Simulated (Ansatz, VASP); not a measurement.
AlN: VASP beside Ansatz

INCAR

```
SYSTEM = AlN
PREC     = Accurate       ! precision mode
ENCUT    = 520            ! plane-wave cutoff, eV
EDIFF    = 1E-7           ! SCF threshold, eV
ISMEAR   = 0              ! smearing method
SIGMA    = 0.05           ! smearing width, eV
LREAL    = .FALSE.        ! projectors in reciprocal space
LASPH    = .TRUE.         ! aspherical terms in the spheres
NELM     = 80             ! most SCF steps
ALGO     = Normal         ! electronic algorithm
ISIF     = 2              ! what is computed and relaxed
LWAVE    = .FALSE.        ! write WAVECAR
LCHARG   = .FALSE.        ! write CHGCAR
GGA      = PE             ! functional
NBANDS   = 11             ! bands
```

File KPOINTS:

```
regular mesh
0
G
  10 10 10
  0 0 0
```

POSCAR

```
AlN
1.0
    0.0000000000      2.2015871043      2.2015871043
    2.2015871043      0.0000000000      2.2015871043
    2.2015871043      2.2015871043      0.0000000000
Al N
1 1
Direct
    0.0000000000     -0.0454217777      0.0000000000
    0.7500000000      0.7500000000      0.7500000000
```

Input for Ansatz:

```yaml
crystal:
  lattice:
    - [0.0, 2.2015871043, 2.2015871043]
    - [2.2015871043, 0.0, 2.2015871043]
    - [2.2015871043, 2.2015871043, 0.0]
  atoms:
    - { symbol: Al, position: [0.0, -0.0454217777, 0.0] }
    - { symbol: "N", position: [0.75, 0.75, 0.75] }
basis:
  ecutwfc: 420
kpoints:
  mp_grid: { grid: [10, 10, 10] }
hamiltonian:
  xc: pbe
scf:
  occupations: { method: gaussian, width: 0.05 }
output:
  forces: true
  stress: true
  eigenvalues: true
  write_density: true
  write_potential: true
  elf: true
  volumetric_format: npy
```

Alike in both runs: task single point; functional PBE; k mesh 10 × 10 × 10; occupations gaussian, width 0.05 eV; no spin polarisation.

```csv
,VASP,Ansatz
version,VASP 6.6.1,Ansatz 0.2.0
potentials or method,"VASP PAW PBE potentials, release 64 (Al, N), cutoff 520 eV","scalar-relativistic, plane waves, PAW"
valence electrons in the cell,8,8
```

Ansatz gave:

```
gap on the k mesh at the Fermi level (eV)                     : 2.95
least direct gap on the mesh (eV)                             : 3.59
pressure (GPa)                                                : 2.3
traceless stress, the component that is largest in VASP (GPa) : 6.39
rms of the force components (eV/Å)                            : 1.201
```

Question: What did VASP give for the same quantities?

Answer: gap on the k mesh at the Fermi level (eV): 2.94; least direct gap on the mesh (eV): 3.59; pressure (GPa): 2.1; traceless stress, the component that is largest in VASP (GPa): 6.42; rms of the force components (eV/Å): 1.205.

Atom by atom the forces differ by 0.005 eV/Å (rms over components). The functional is the same, so the differences come from potentials, cutoffs and numerics.
